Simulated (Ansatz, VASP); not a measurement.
## Two plane-wave programs on Al5P2

```xyz
7
Lattice="2.8205 -2.7320 0.0238 2.8205 2.7320 0.0238 -2.0503 0.0000 8.3724" Properties=species:S:1:pos:R:3 pbc="T T T"
Al    2.5590    1.3021    5.4049
Al    1.0318    1.3021    3.0152
Al    1.0318   -1.3021    3.0152
Al    2.5590   -1.3021    5.4049
Al    2.8205    0.0000    0.0238
P     4.3644    0.0000    7.1016
P    -0.7737    0.0000    1.3184
```

Alike in both runs: functional PBE; k mesh 5 × 5 × 2; occupations gaussian, width 0.2 eV; no spin polarisation.

Ansatz relaxed the structure, and its values are those at the end. VASP's run is a single point on that final structure, the one shown.

|  | VASP | Ansatz |
| --- | --- | --- |
| version | VASP 6.6.1 | Ansatz 0.2.0 |
| potentials or method | VASP PAW PBE potentials, release 64 (Al, P), cutoff 500 eV | scalar-relativistic, plane waves, PAW |
| valence electrons in the cell | 25 | 25 |

```tsv
	VASP	Ansatz	Ansatz less VASP
gap on the k mesh at the Fermi level (eV)	none	none	-
pressure (GPa)	-0.2	-0.1	+0.05
rms of the force components (eV/Å)	0.013	0.014	+0.0003
```

A gap of «none» marks a metal or a gap that the smearing closes.

The k mesh is coarse, so the values compare programs but aren't converged.
